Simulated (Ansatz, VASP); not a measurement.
## Two plane-wave programs on SnO

```
Sn O
1.0
     3.35500    0.00000    0.00000
     0.00000    5.77340    0.00000
     0.00000    0.00000    4.22197
Sn O
2 2
Cartesian
  0.0000 1.3389 2.1665
  1.6775 4.4345 0.0555
  0.0000 5.1455 3.1110
  1.6775 0.6279 1.0000
```

Change from the starting cell: strain +0.0175 x Voigt [0, 1, 0, 0, 0, 0], atoms carried along.

Alike in both runs: task single point; functional PBEsol; k mesh 8 × 6 × 6; occupations gaussian, width 0.05 eV; no spin polarisation.

```csv
,VASP,Ansatz
version,VASP 6.6.1,Ansatz 0.2.0
potentials or method,"VASP PAW PBE potentials, release 64 (Sn_d, O), cutoff 520 eV","scalar-relativistic, plane waves, PAW"
valence electrons in the cell,40,40
```

|  | VASP | Ansatz | Ansatz less VASP |
| --- | --- | --- | --- |
| gap on the k mesh at the Fermi level (eV) | 1.40 | 1.41 | +0.010 |
| least direct gap on the mesh (eV) | 2.05 | 2.06 | +0.010 |
| pressure (GPa) | -4.1 | -4.3 | -0.17 |
| traceless stress, the component that is largest in VASP (GPa) | 0.65 | 0.71 | +0.058 |
| rms of the force components (eV/Å) | 0.282 | 0.311 | +0.0291 |

VASP's potentials were made for PBE, not for PBEsol. Atom by atom the forces differ by 0.032 eV/Å (rms over components).
